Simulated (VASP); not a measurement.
Write the native input for VASP 6.6.1 that does the following.

| Quantity | Value |
| --- | --- |
| Task | single point |
| Functional | PBEsol |
| Potentials or basis | VASP PAW PBE potentials, release 64 (Al, Cu) |
| Cutoff | 520 eV |
| k mesh | 12 × 12 × 10 |
| Occupations | gaussian, width 0.15 eV |
| Spin | no spin polarisation |
| Dipole correction | no |
| Further INCAR settings | ALGO = Fast; EDIFF = 1e-06; NBANDS = 24 |

The structure of Al3Cu2 lies in POSCAR:

```
Al3Cu2
1.0
    3.7706987475      0.0000000000      0.0000000000
   -1.8853493737      3.2655209053      0.0000000000
    0.0000000000      0.0000000000      5.1813849016
Al Cu
3 2
Direct
    0.0000000000      0.0000000000      0.0000000000
    0.3333333333      0.6666666667      0.3515059889
    0.6666666667      0.3333333333      0.6484940111
    0.3333333333      0.6666666667      0.8422899951
    0.6666666667      0.3333333333      0.1577100049
```

This cell differs from its parent crystal: strain -0.080 along x and y, +0.040 along z.

The input as run:

INCAR

```
SYSTEM = Al3Cu2
PREC     = Accurate       ! precision mode
ENCUT    = 520            ! plane-wave cutoff, eV
EDIFF    = 1E-6           ! SCF threshold, eV
ISMEAR   = 0              ! smearing method
SIGMA    = 0.15           ! smearing width, eV
LREAL    = .False.        ! projectors in reciprocal space
LASPH    = .True.         ! aspherical terms in the spheres
NELM     = 100            ! most SCF steps
ALGO     = Fast           ! electronic algorithm
ISIF     = 2              ! what is computed and relaxed
LWAVE    = .False.        ! write WAVECAR
LCHARG   = .False.        ! write CHGCAR
GGA      = PS             ! functional
NBANDS   = 24             ! bands
```

KPOINTS

```
Automatic mesh
0
Gamma
  12 12 10
  0 0 0
```

Potentials or basis: VASP PAW PBE potentials, release 64 (Al, Cu).

Launch:

```console
$ cat potpaw_PBE.64/Al/POTCAR potpaw_PBE.64/Cu/POTCAR > POTCAR
$ mpirun -np 1 vasp_std > vasp.out
```

Results of the run:

The pressure is 22.1 GPa, the largest force is 0.389 eV/Å and the band gap on the k mesh is zero (an odd number of electrons rules out a gap without spin polarisation).

Caveat: the cell differs from its parent crystal (strain -0.080 along x and y, +0.040 along z); the stress differs along the axes, from 5 to 31 GPa; the PAW data sets were made with another functional, which shifts forces and pressure a little.

It took 2.7 min on 1 thread of Intel(R) Xeon(R) 6975P-C (Granite Rapids) (shared host), peak memory 0.31 GiB.
